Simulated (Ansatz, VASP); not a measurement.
**Two plane-wave programs on InSe**

File INCAR:

```
PREC = Accurate ; ENCUT = 520
EDIFF = 1E-6 ; ISMEAR = 0
SIGMA = 0.02 ; LREAL = False
LASPH = True ; NELM = 60
ALGO = Normal ; ISIF = 2
LWAVE = False ; LCHARG = False
GGA = PE ; IVDW = 12
NBANDS = 48
```

The input KPOINTS:

```
regular mesh
0
Gamma
  12 12 2
```

Contents of POSCAR:

```
InSe
1.0
    4.0317714915      0.0000000000      0.0000000000
   -2.0158857457      3.4916165339      0.0000000000
    0.0000000000      0.0000000000     16.7623717686
In Se
4 4
Direct
    0.3333333333      0.6666666667      0.1666581961
    0.6666666667      0.3333333333      0.6666581961
    0.3333333333      0.6666666667      0.3333418039
    0.6666666667      0.3333333333      0.8333418039
    0.3333333333      0.6666666667      0.5898711358
    0.6666666667      0.3333333333      0.0898711358
    0.3333333333      0.6666666667      0.9101288642
    0.6666666667      0.3333333333      0.4101288642
```

Input for Ansatz:

```yaml
crystal:
  lattice:
    - [4.0317714915, 0.0, 0.0]
    - [-2.0158857457, 3.4916165339, 0.0]
    - [0.0, 0.0, 16.7623717686]
  atoms:
    - { symbol: In, position: [0.3333333333, 0.6666666667, 0.1666581961] }
    - { symbol: In, position: [0.6666666667, 0.3333333333, 0.6666581961] }
    - { symbol: In, position: [0.3333333333, 0.6666666667, 0.3333418039] }
    - { symbol: In, position: [0.6666666667, 0.3333333333, 0.8333418039] }
    - { symbol: Se, position: [0.3333333333, 0.6666666667, 0.5898711358] }
    - { symbol: Se, position: [0.6666666667, 0.3333333333, 0.0898711358] }
    - { symbol: Se, position: [0.3333333333, 0.6666666667, 0.9101288642] }
    - { symbol: Se, position: [0.6666666667, 0.3333333333, 0.4101288642] }
basis:
  ecutwfc: 420
  xc_grid: 2
kpoints:
  mp_grid: { grid: [12, 12, 2] }
  band_path: { path: [VBM, CBM], npoints: 2 }
hamiltonian:
  xc: pbe
  dispersion: d3bj
scf:
  occupations: { method: gaussian, width: 0.02 }
output:
  forces: true
  stress: true
  eigenvalues: true
```

Alike in both runs: task single point; functional PBE; dispersion D3(BJ); k mesh 12 × 12 × 2; occupations gaussian, width 0.02 eV; no spin polarisation.

|  | VASP | Ansatz |
| --- | --- | --- |
| version | VASP 6.6.1 | Ansatz 0.2.0 |
| potentials or method | VASP PAW PBE potentials, release 64 (In_d, Se), cutoff 520 eV | scalar-relativistic, plane waves, PAW |
| valence electrons in the cell | 76 | 116 |

Ansatz gave:

```
gap on the k mesh at the Fermi level (eV) : 0.37
least direct gap on the mesh (eV)         : 0.37
pressure (GPa)                            : 0.0
rms of the force components (eV/Å)        : 0.001
```

Task: What did VASP give for the same quantities?

Result: gap on the k mesh at the Fermi level (eV): 0.36; least direct gap on the mesh (eV): 0.36; pressure (GPa): 0.0; rms of the force components (eV/Å): 0.008.

Atom by atom the forces differ by 0.008 eV/Å (rms over components). VASP's potentials hold 76 valence electrons a cell and Ansatz's 116, so a difference there can come from the potentials and not from the codes.
